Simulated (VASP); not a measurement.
Here is a VASP 6.6.1 calculation.

The input INCAR:

```
SYSTEM = Rb2Pt
PREC = Accurate
ENCUT = 520
EDIFF = 1E-6
ISMEAR = 0
SIGMA = 0.02
LREAL = .FALSE.
LASPH = .TRUE.
NELM = 100
ALGO = Normal
ISIF = 2
LWAVE = .FALSE.
LCHARG = .FALSE.
GGA = PE
NBANDS = 21
```

The input KPOINTS:

```
regular mesh
0
G
  12 12 6
  0 0 0
```

The input POSCAR:

```
Rb2Pt
1.0
    5.2171907071      0.0000000000      0.0000000000
   -2.6085953535      4.5182196887      0.0000000000
    0.0000000000      0.0000000000      5.9608884528
Rb Pt
2 1
Direct
    0.6666666667      0.3333333333      0.7679376425
    0.3333333333      0.6666666667      0.2320623575
    0.0000000000      0.0000000000      0.0000000000
```

Potentials or basis: VASP PAW PBE potentials, release 64 (Rb_sv, Pt).

The run is started by

```console
$ cat potpaw_PBE.64/Rb_sv/POTCAR potpaw_PBE.64/Pt/POTCAR > POTCAR
$ mpirun -np 1 vasp_std > vasp.out
```

Task: Predict the largest force.

Result: 0.008 eV/Å.

Task: Estimate the band gap on the k mesh.

Result: 0.63 eV, indirect (least direct gap 0.64 eV).

Forces on the atoms (eV/Å):
```
Rb   0.000  0.000 -0.008
Rb   0.000  0.000  0.008
Pt   0.000  0.000  0.000
```

Caveat: spin-orbit coupling is left out, which moves the levels of the heavy elements. A k mesh can miss the band edges.
